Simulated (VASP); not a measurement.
## Sn: single point with r2SCAN

Crystal: Sn.

```
CELL_PARAMETERS angstrom
0.00000 3.18964 3.18964
3.18964 0.00000 3.18964
3.18964 3.18964 0.00000
ATOMIC_POSITIONS crystal
Sn 0.75000 0.75000 0.75000
Sn 0.50000 0.50000 0.50000
```

```json
{
 "Program": "VASP 6.6.1",
 "Task": "single point",
 "Functional": "r2SCAN",
 "Potentials or basis": "VASP PAW PBE potentials, release 64 (Sn_d)",
 "Cutoff": "520 eV",
 "k mesh": "7 × 7 × 7",
 "Occupations": "fermi-dirac, width 0.05 eV",
 "Spin": "no spin polarisation",
 "Dipole correction": "no",
 "Further INCAR settings": "ALGO = Normal; EDIFF = 1e-06; NBANDS = 21"
}
```

The pressure is 4.6 GPa.

Levels at points of the mesh, in eV from the Fermi level:
```tsv
k point	band 10	band 11	band 12	band 13	band 14	band 15	band 16	band 17	band 18	band 19
(0.00, 0.00, 0.00)	-22.11	-11.57	-0.06	-0.06	-0.06	-0.03	2.16	2.16	2.16	5.39
```

It took 67 s on 1 thread of AMD EPYC 9R45 96-Core Processor (Zen 5) (shared host), peak memory 0.18 GiB.

Caveat: the PAW data sets were made with another functional, which shifts forces and pressure a little; spin-orbit coupling is left out, which moves the levels of the heavy elements.
